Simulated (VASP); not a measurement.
# Ag (I4/mmm) in VASP: a series of runs, part 2 of 2

VASP 6.6.1.

## Step 3: Single point, r2SCAN (strain -0.0250 x Voigt [1, 1, 0, 0, 0, 0])

POSCAR

```
Ag
1.0
   -1.6142626500      1.6142626500      1.6556540000
    1.6142626500     -1.6142626500      1.6556540000
    1.6142626500      1.6142626500     -1.6556540000
Ag
1
Direct
    0.0000000000      0.0000000000      0.0000000000
```

INCAR.step1

```
ALGO = Normal
EDIFF = 1E-4
ENCUT = 520
GGA = PE
ISMEAR = 0
LASPH = T
LCHARG = F
LREAL = F
LWAVE = T
NBANDS = 12
NELM = 60
PREC = Accurate
SIGMA = 0.15
```

INCAR.step2

```
ALGO = Normal
EDIFF = 1E-6
ENCUT = 520
ISIF = 2
ISMEAR = 0
ISTART = 1
LASPH = T
LCHARG = F
LMIXTAU = T
LREAL = F
LWAVE = F
METAGGA = R2SCAN
NBANDS = 12
NELM = 60
PREC = Accurate
SIGMA = 0.15
```

KPOINTS

```
k-points
0
Gamma
  20 20 20
```

Potentials or basis: VASP PAW PBE potentials, release 64 (Ag).

Started as:

```console
$ cat potpaw_PBE.64/Ag/POTCAR > POTCAR
$ cp INCAR.step1 INCAR
$ mpirun -np 1 vasp_std > vasp.out
$ cp INCAR.step2 INCAR
$ mpirun -np 1 vasp_std > vasp.out
```

OUTCAR:

```text
EDIFF = 1E-6
   ENCUT = 520
   ISIF = 2
   ISMEAR = 0
   ISTART = 1
   LASPH = T
   LREAL = F
   METAGGA = R2SCAN
   NELM = 60
   PREC = Accurate

 ion  position               nearest neighbor table
   1  0.000  0.000  0.000-

  LATTYP: Found a body centered tetragonal cell.
 ALAT       =     3.2285253000
 C/A-ratio  =     1.0256410256

  Lattice vectors:

 A1 = (  -1.6142626500,   1.6142626500,   1.6556540000)
 A2 = (   1.6142626500,  -1.6142626500,   1.6556540000)
 A3 = (   1.6142626500,   1.6142626500,  -1.6556540000)
[... 531 lines left out ...]
      4       4.2955      2.00000
      5       4.5458      2.00000
      6       5.2512      2.00000
      7      17.4672      0.00000
      8      23.2806      0.00000
      9      24.9867      0.00000
     10      28.6739      0.00000
     11      30.3636      0.00000
     12      32.6381      0.00000

 [... further k-points ...]
[... 5 lines left out ...]
  --------------------------------------------------------------------------------------
  -------------------------------------------------------------------------------------
  Total        0.1088157      0.1088157      0.1741434      0.0000000      0.0000000      0.0000000
  in kB       10.1023868     10.1023868     16.1673763      0.0000000      0.0000000      0.0000000
  external PRESSURE =      12.1240500 kB  Pullay stress =       0.0000000 kB

 VOLUME and BASIS-vectors are now :
 -----------------------------------------------------------------------------
  energy-cutoff  :      520.00
  volume of cell :       17.26
      direct lattice vectors                 reciprocal lattice vectors
    -1.614262650  1.614262650  1.655654000     0.000000000  0.309738939  0.301995465
     1.614262650 -1.614262650  1.655654000     0.309738939  0.000000000  0.301995465
     1.614262650  1.614262650 -1.655654000     0.309738939  0.309738939  0.000000000

 POSITION                                       TOTAL-FORCE (eV/Angst)
 -----------------------------------------------------------------------------------
      0.00000      0.00000      0.00000        -0.000000      0.000000      0.000000
 -----------------------------------------------------------------------------------
    total drift:                               -0.000000      0.000000     -0.000000

  FREE ENERGIE OF THE ION-ELECTRON SYSTEM (eV)
  ---------------------------------------------------
  free  energy   TOTEN  =       -21.3230594932 eV

  energy  without entropy=      -21.3185495114  energy(sigma->0) =      -21.32080450
```

Run time: 3.9 min. Hardware: 1 thread of Intel Xeon Platinum 8375C at 2.90GHz (Ice Lake), shared host; peak memory 0.25 GiB.

What came out:

```
Free energy            : -21.3231 eV
Pressure               : 1.2 GPa
Band gap on the k mesh : zero (an odd number of electrons rules out a gap without spin polarisation)
```

Levels at points of the mesh, in eV from the Fermi level:
```csv
k point,band 3,band 4,band 5,band 6,band 7,band 8,band 9,band 10
"(0.00, 0.00, 0.00)",-5.28,-5.17,-3.98,-3.86,18.35,18.79,18.79,24.46
"(0.50, 0.00, 0.00)",-4.03,-3.80,-2.91,-0.04,4.11,13.98,15.19,20.64
"(0.50, 0.50, 0.00)",-3.88,-3.76,-2.88,0.11,4.37,13.57,14.58,20.20
"(0.50, 0.50, 0.50)",-3.17,-3.13,-3.13,6.68,7.44,7.44,12.89,13.82
```

Caveat: the cell differs from its parent crystal (strain -0.0250 x Voigt [1, 1, 0, 0, 0, 0]); the PAW data sets were made with another functional, which shifts forces and pressure a little.

## Step 4: Single point, r2SCAN (strain +0.0250 x Voigt [1, 1, 0, 0, 0, 0])

POSCAR

```
Ag
1.0
   -1.6970453500      1.6970453500      1.6556540000
    1.6970453500     -1.6970453500      1.6556540000
    1.6970453500      1.6970453500     -1.6556540000
Ag
1
Direct
    0.0000000000      0.0000000000      0.0000000000
```

INCAR.step1

```
PREC     = Accurate       # precision mode
ENCUT    = 520            # plane-wave cutoff, eV
ISMEAR   = 0              # smearing method
SIGMA    = 0.15           # smearing width, eV
LREAL    = False          # projectors in reciprocal space
LASPH    = True           # aspherical terms in the spheres
NELM     = 100            # most SCF steps
NBANDS   = 12             # bands
GGA      = PE             # functional
ALGO     = Normal         # electronic algorithm
EDIFF    = 1E-4           # SCF threshold, eV
LWAVE    = True           # write WAVECAR
LCHARG   = False          # write CHGCAR
```

INCAR.step2

```
PREC     = Accurate       # precision mode
ENCUT    = 520            # plane-wave cutoff, eV
EDIFF    = 1E-6           # SCF threshold, eV
ISMEAR   = 0              # smearing method
SIGMA    = 0.15           # smearing width, eV
LREAL    = False          # projectors in reciprocal space
LASPH    = True           # aspherical terms in the spheres
NELM     = 100            # most SCF steps
ALGO     = Normal         # electronic algorithm
ISIF     = 2              # what is computed and relaxed
LWAVE    = False          # write WAVECAR
LCHARG   = False          # write CHGCAR
METAGGA  = R2SCAN         # meta-GGA
LMIXTAU  = True         
NBANDS   = 12             # bands
ISTART   = 1
```

KPOINTS

```
Automatic mesh
0
Gamma
  20 20 20
```

Started as:

```console
$ cat potpaw_PBE.64/Ag/POTCAR > POTCAR
$ cp INCAR.step1 INCAR
$ mpirun -np 1 vasp_std > vasp.out
$ cp INCAR.step2 INCAR
$ mpirun -np 1 vasp_std > vasp.out
```

Wall time 4 min (1 thread of Intel Xeon Platinum 8375C at 2.90GHz (Ice Lake), shared host); peak memory 0.26 GiB.

It converged, with:

```
Free energy            : -21.2863 eV
Pressure               : -6.9 GPa
Band gap on the k mesh : zero (an odd number of electrons rules out a gap without spin polarisation)
```

Stress tensor (GPa, compression positive):
```
-6.77  0.00  0.00
 0.00 -6.77  0.00
 0.00  0.00 -7.20
```

Levels at points of the mesh, in eV from the Fermi level:
| k point | band 3 | band 4 | band 5 | band 6 | band 7 | band 8 | band 9 | band 10 |
| --- | --- | --- | --- | --- | --- | --- | --- | --- |
| (0.00, 0.00, 0.00) | -4.87 | -4.87 | -3.83 | -3.73 | 18.05 | 18.05 | 18.49 | 22.78 |
| (0.50, 0.00, 0.00) | -3.81 | -3.65 | -2.92 | 0.29 | 3.69 | 13.26 | 13.83 | 19.05 |
| (0.50, 0.50, 0.00) | -3.90 | -3.72 | -2.94 | 0.15 | 3.45 | 13.68 | 14.38 | 19.48 |
| (0.50, 0.50, 0.50) | -3.14 | -3.14 | -3.11 | 6.63 | 6.63 | 7.33 | 11.59 | 12.69 |

Caveat: the cell differs from its parent crystal (strain +0.0250 x Voigt [1, 1, 0, 0, 0, 0]); the cell stands under tension; the PAW data sets were made with another functional, which shifts forces and pressure a little.

## Step 5: Single point, r2SCAN (strain +0.0500 x Voigt [1, 1, 0, 0, 0, 0])

POSCAR

```
Ag
1.0
   -1.7384367000      1.7384367000      1.6556540000
    1.7384367000     -1.7384367000      1.6556540000
    1.7384367000      1.7384367000     -1.6556540000
Ag
1
Direct
    0.0000000000      0.0000000000      0.0000000000
```

INCAR.step1

```
PREC = Accurate
ENCUT = 520
ISMEAR = 0
SIGMA = 0.15
LREAL = False
LASPH = True
NELM = 60
NBANDS = 12
GGA = PE
ALGO = Normal
EDIFF = 1E-4
LWAVE = True
LCHARG = False
```

INCAR.step2

```
PREC = Accurate
ENCUT = 520
EDIFF = 1E-6
ISMEAR = 0
SIGMA = 0.15
LREAL = False
LASPH = True
NELM = 60
ALGO = Normal
ISIF = 2
LWAVE = False
LCHARG = False
METAGGA = R2SCAN
LMIXTAU = True
NBANDS = 12
ISTART = 1
```

KPOINTS is that of step 4.

Started as:

```console
$ cat potpaw_PBE.64/Ag/POTCAR > POTCAR
$ cp INCAR.step1 INCAR
$ mpirun -np 1 vasp_std > vasp.out
$ cp INCAR.step2 INCAR
$ mpirun -np 1 vasp_std > vasp.out
```

Run time: 4.3 min. Hardware: 1 thread of Intel Xeon Platinum 8375C at 2.90GHz (Ice Lake), shared host; peak memory 0.26 GiB.

The run converged. Its results:

```yaml
Free_energy: -21.2394 eV
Pressure: -9.4 GPa
Band_gap_on_the_k_mesh: zero (an odd number of electrons rules out a gap without spin polarisation)
```

Stress tensor (GPa, compression positive):
```
-9.18  0.00  0.00
 0.00 -9.18  0.00
 0.00  0.00 -9.71
```

Levels at points of the mesh, in eV from the Fermi level:
```tsv
k point	band 3	band 4	band 5	band 6	band 7	band 8	band 9	band 10
(0.00, 0.00, 0.00)	-4.69	-4.69	-3.84	-3.64	17.65	17.65	18.53	21.77
(0.50, 0.00, 0.00)	-3.77	-3.56	-2.95	0.44	3.51	12.90	13.23	18.33
(0.50, 0.50, 0.00)	-3.91	-3.70	-2.98	0.17	3.05	13.73	14.28	19.16
(0.50, 0.50, 0.50)	-3.16	-3.16	-3.10	6.26	6.27	7.62	10.76	12.08
```

Caveat: the cell differs from its parent crystal (strain +0.0500 x Voigt [1, 1, 0, 0, 0, 0]); the cell stands under tension; the PAW data sets were made with another functional, which shifts forces and pressure a little.

## Step 6: Overview

```tsv
cell	gap on the mesh (eV)	pressure (GPa)
a = 2.773 Å, angles 110.9, 110.9, 106.7°, 1 atom	none	7.6
a = 2.820 Å, angles 110.2, 110.2, 108.1°, 1 atom	none	1.2
a = 2.916 Å, angles 108.8, 108.8, 110.8°, 1 atom	none	-6.9
a = 2.964 Å, angles 108.2, 108.2, 112.1°, 1 atom	none	-9.4
```

Alike in all rows: task single point; level r2SCAN; potentials or basis VASP PAW PBE potentials, release 64 (Ag); no spin polarisation; k mesh 20 × 20 × 20; cutoff (eV) 520; smearing gaussian 0.15 eV.

Caveats: the PAW data sets were made with another functional, which shifts forces and pressure a little; the cell stands under tension (at least some runs); the cell stands under pressure (at least some runs).

Total energies depend on the potentials used, so only differences within one code and one set of settings carry meaning.
